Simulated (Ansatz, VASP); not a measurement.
## CaF2 in VASP and in Ansatz

INCAR

```
SYSTEM = CaF2
  ALGO = Normal
  EDIFF = 1E-6
  ENCUT = 600
  GGA = PE
  GGA_COMPAT = .FALSE.
  ISIF = 2
  ISMEAR = 0
  LASPH = .TRUE.
  LCHARG = .FALSE.
  LREAL = .FALSE.
  LWAVE = .FALSE.
  NBANDS = 19
  NELM = 120
  PREC = Accurate
  SIGMA = 0.02
```

File KPOINTS:

```
k-points
0
G
  8 8 8
  0 0 0
```

Contents of POSCAR:

```
CaF2
1.0
    0.0000000000      2.6701064696      2.6701064696
    2.6701064696      0.0000000000      2.6701064696
    2.6701064696      2.6701064696      0.0000000000
Ca F
1 2
Direct
    0.0000000000      0.0000000000      0.0000000000
    0.7500000000      0.7500000000      0.7500000000
    0.2500000000      0.2500000000      0.2500000000
```

Input for Ansatz:

```yaml
crystal:
  lattice:
    - [0.0, 2.6701064696, 2.6701064696]
    - [2.6701064696, 0.0, 2.6701064696]
    - [2.6701064696, 2.6701064696, 0.0]
  atoms:
    - { symbol: Ca, position: [0.0, 0.0, 0.0] }
    - { symbol: F, position: [0.75, 0.75, 0.75] }
    - { symbol: F, position: [0.25, 0.25, 0.25] }
basis:
  ecutwfc: 420
kpoints:
  mp_grid: { grid: [8, 8, 8] }
hamiltonian:
  xc: pbe
scf:
  occupations: { method: gaussian, width: 0.02 }
output:
  forces: true
  stress: true
  eigenvalues: true
```

Alike in both runs: task single point; functional PBE; k mesh 8 × 8 × 8; occupations gaussian, width 0.02 eV; no spin polarisation.

|  | VASP | Ansatz |
| --- | --- | --- |
| version | VASP 6.6.1 | Ansatz 0.2.0 |
| potentials or method | VASP PAW PBE potentials, release 64 (Ca_sv, F), cutoff 600 eV | scalar-relativistic, plane waves, PAW |
| valence electrons in the cell | 24 | 24 |

|  | VASP | Ansatz | Ansatz less VASP |
| --- | --- | --- | --- |
| gap on the k mesh at the Fermi level (eV) | 7.69 | 7.72 | +0.024 |
| least direct gap on the mesh (eV) | 7.96 | 7.98 | +0.023 |
| pressure (GPa) | 9.4 | 9.0 | -0.37 |

The functional is the same, so the differences come from potentials, cutoffs and numerics.
